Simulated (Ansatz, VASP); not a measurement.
**LiCl: VASP beside Ansatz**

INCAR

```
  PREC = Accurate
  ENCUT = 520
  EDIFF = 1E-6
  ISMEAR = 0
  SIGMA = 0.05
  LREAL = F
  LASPH = T
  NELM = 80
  ALGO = Normal
  ISIF = 2
  LWAVE = F
  LCHARG = T
  GGA = PE
  LELF = T
  LVHAR = T
  NBANDS = 12
```

Contents of KPOINTS:

```
Automatic mesh
0
Gamma
  8 8 8
```

POSCAR

```
LiCl
1.0
   -0.5558198096      2.3191102398      2.3191102398
    2.3191102398     -0.5558198096      2.3191102398
    2.3191102398      2.3191102398     -0.5558198096
Li Cl
1 1
Direct
    0.0000000000      0.0000000000      0.0000000000
    0.5000000000      0.5000000000      0.5000000000
```

Input for Ansatz:

```yaml
crystal:
  lattice:
    - [-0.5558198096, 2.3191102398, 2.3191102398]
    - [2.3191102398, -0.5558198096, 2.3191102398]
    - [2.3191102398, 2.3191102398, -0.5558198096]
  atoms:
    - { symbol: Li, position: [0.0, 0.0, 0.0] }
    - { symbol: Cl, position: [0.5, 0.5, 0.5] }
basis:
  ecutwfc: 420
kpoints:
  mp_grid: { grid: [8, 8, 8] }
hamiltonian:
  xc: pbe
scf:
  occupations: { method: gaussian, width: 0.05 }
output:
  forces: true
  stress: true
  eigenvalues: true
```

Alike in both runs: task single point; functional PBE; k mesh 8 × 8 × 8; occupations gaussian, width 0.05 eV; no spin polarisation.

```csv
,VASP,Ansatz
version,VASP 6.6.1,Ansatz 0.2.0
potentials or method,"VASP PAW PBE potentials, release 64 (Li_sv, Cl), cutoff 520 eV","scalar-relativistic, plane waves, PAW"
valence electrons in the cell,10,10
```

Ansatz gave:

- gap on the k mesh at the Fermi level (eV): 4.85
- least direct gap on the mesh (eV): 5.15

What did VASP give for the same quantities?

gap on the k mesh at the Fermi level (eV): 4.87; least direct gap on the mesh (eV): 5.17.

Noted on VASP's run: the cutoff is short for stress, so the pressure is rough.
